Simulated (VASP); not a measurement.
A run of VASP 6.6.1:

Contents of INCAR:

```
ALGO = Normal
EDIFF = 1E-6
ENCUT = 520
GGA = PS
ISIF = 2
ISMEAR = -1
LASPH = True
LCHARG = False
LREAL = False
LWAVE = False
NBANDS = 11
NELM = 80
PREC = Accurate
SIGMA = 0.01
```

Contents of KPOINTS:

```
k-points
0
Gamma
  1 1 1
```

The input POSCAR:

```
BN
1.0
    1.2511200000      0.7223400000      3.3729300000
   -1.2511200000      0.7223400000      3.3729300000
    0.0000000000     -1.4446700000      3.3729300000
B N
1 1
Direct
    0.9996700000      0.9996700000      0.9996700000
    0.3327600000      0.3327600000      0.3327600000
```

Potentials or basis: VASP PAW PBE potentials, release 64 (B, N).

The run is started by

```sh
$ cat potpaw_PBE.64/B/POTCAR potpaw_PBE.64/N/POTCAR > POTCAR
$ mpirun -np 1 vasp_gam > vasp.out
```

Hardware: 1 thread of AMD EPYC 7R13 (shared host).

How long does it take, and how much memory?

Run time: 3.9 s on 1 thread of AMD EPYC 7R13, on a shared host, peak memory 0.11 GiB. Counts: scf iterations 12, k points 1.
